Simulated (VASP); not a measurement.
Li:

```xyz
1
Lattice="-1.7547 1.7547 1.7547 1.7547 -1.7547 1.7547 1.7547 1.7547 -1.7547" Properties=species:S:1:pos:R:3 pbc="T T T"
Li    0.0000    0.0000    0.0000
```

| Item | Value |
| --- | --- |
| Program | VASP 6.6.1 |
| Task | relaxation of cell and atoms |
| Functional | BLYP |
| Potentials or basis | VASP PAW PBE potentials, release 64 (Li_sv) |
| Cutoff | 600 eV |
| k mesh | 11 × 11 × 11 |
| Occupations | fermi-dirac, width 0.05 eV |
| Spin | no spin polarisation |

At the start: pressure -1.0 GPa; volume 21.61 Å³/atom.

Q: How do energy, volume and symmetry change on relaxing?

A: Over 3 steps the energy falls by 5.7 meV/atom and the volume is 19.92 Å³/atom (-7.8 %); space group Im-3m (No. 229, to 0.05 Å).

The path:
| step | energy change (eV) | largest force (eV/Å) | pressure (GPa) | volume (Å³) |
| --- | --- | --- | --- | --- |
| 1 | 0.0000 | 0.0000 | -1.03 | 21.61 |
| 2 | -0.0024 | 0.0000 | -0.79 | 21.18 |
| 3 | -0.0057 | 0.0000 | -0.04 | 19.92 |

Final structure:
```cif
data_structure
_symmetry_space_group_name_H-M 'P 1'
_symmetry_Int_Tables_number 1
_cell_length_a 2.9576
_cell_length_b 2.9576
_cell_length_c 2.9576
_cell_angle_alpha 109.471
_cell_angle_beta 109.471
_cell_angle_gamma 109.471
_cell_volume 19.92
loop_
_atom_site_label
_atom_site_type_symbol
_atom_site_fract_x
_atom_site_fract_y
_atom_site_fract_z
_atom_site_occupancy
Li1 Li 0.00000 0.00000 0.00000 1
```

The cell as given is a measured one (21.61 Å³/atom); BLYP puts the equilibrium volume -7.8 % from it, thermal expansion not counted.

Caveat: the cutoff is under 1.25 times the usual one of these potentials, so pressure, stress and relaxed cells hold a basis-set (Pulay) error; the PAW data sets were made with another functional, which shifts forces and pressure a little.
